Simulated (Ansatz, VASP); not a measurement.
## One calculation of AlNi3, two programs

```xyz
4
Lattice="0.0000 2.7984 2.7984 2.7984 0.0000 2.7984 2.7984 2.7984 0.0000" Properties=species:S:1:pos:R:3 pbc="T T T"
Al    2.8859    2.7984    2.7984
Ni    1.3992    1.3992    1.3992
Ni    0.0000    0.0000    0.0000
Ni    4.1976    4.1976    4.1976
```

Change from the starting cell: all Al atoms moved +0.087 Å, as atom 1 along Cartesian [1 0 0].

Alike in both runs: task single point; functional PBEsol; k mesh 14 × 14 × 14; occupations gaussian, width 0.15 eV; no spin polarisation.

|  | VASP | Ansatz |
| --- | --- | --- |
| version | VASP 6.6.1 | Ansatz 0.2.0 |
| potentials or method | VASP PAW PBE potentials, release 64 (Al, Ni), cutoff 520 eV | scalar-relativistic, plane waves, PAW |
| valence electrons in the cell | 33 | 57 |

```csv
,VASP,Ansatz,Ansatz less VASP
gap on the k mesh at the Fermi level (eV),none,none,-
pressure (GPa),0.5,0.4,-0.04
"traceless stress, the component that is largest in VASP (GPa)",-0.18,-0.18,+0.001
rms of the force components (eV/Å),0.275,0.273,-0.0015
```

VASP's potentials were made for PBE, not for PBEsol. Atom by atom the forces differ by 0.002 eV/Å (rms over components). A gap of «none» marks a metal or a gap that the smearing closes. With one functional, cell and mesh, what is left measures potentials, basis and numerics. VASP's potentials hold 33 valence electrons a cell and Ansatz's 57, so a difference there can come from the potentials and not from the codes.
